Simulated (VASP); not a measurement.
Wanted: the native input for a VASP 6.6.1 run.

* Task: single point
* Functional: PBEsol
* Potentials or basis: VASP PAW PBE potentials, release 64 (Mo_sv)
* Cutoff: 520 eV
* k mesh: 11 × 11 × 1
* Occupations: gaussian, width 0.1 eV
* Spin: no spin polarisation
* Dipole correction: yes
* Further INCAR settings: ALGO = Fast; EDIFF = 1e-07; NBANDS = 66

The structure of Mo lies in POSCAR:

```
Mo
1.0
    3.1293068541      0.0000000000      0.0000000000
    0.0000000000      3.1293068541      0.0000000000
    0.0000000000      0.0000000000     25.9525739894
Mo
8
Direct
    0.5000000000      0.5000000000      0.2954861792
    0.0000000000      0.0000000000      0.3477201500
    0.5000000000      0.5000000000      0.4108900009
    0.0000000000      0.0000000000      0.4688107058
    0.5000000000      0.5000000000      0.5311892988
    0.0000000000      0.0000000000      0.5891100057
    0.5000000000      0.5000000000      0.6522798458
    0.0000000000      0.0000000000      0.7045138137
```

The input as run:

INCAR

```
ALGO = Fast
DIPOL = 0.5 0.5 0.500
EDIFF = 1E-7
ENCUT = 520
GGA = PS
IDIPOL = 3
ISIF = 2
ISMEAR = 0
LASPH = T
LCHARG = F
LDIPOL = T
LREAL = F
LWAVE = F
NBANDS = 66
NELM = 60
PREC = Accurate
SIGMA = 0.1
```

KPOINTS

```
k-points
0
Gamma
  11 11 1
```

Potentials or basis: VASP PAW PBE potentials, release 64 (Mo_sv).

Command:

```bash
$ cat potpaw_PBE.64/Mo_sv/POTCAR > POTCAR
$ mpirun -np 1 vasp_std > vasp.out
```

It gave:

| Property | Result |
| --- | --- |
| Largest force | 0.043 eV/Å |
| Band gap on the k mesh | zero (bands 56 and 57 overlap by 1.72 eV) |

Caveat: the PAW data sets were made with another functional, which shifts forces and pressure a little.

It took 9.6 min on 1 thread of AMD EPYC 9R14 (Zen 4) (shared host), peak memory 0.43 GiB.
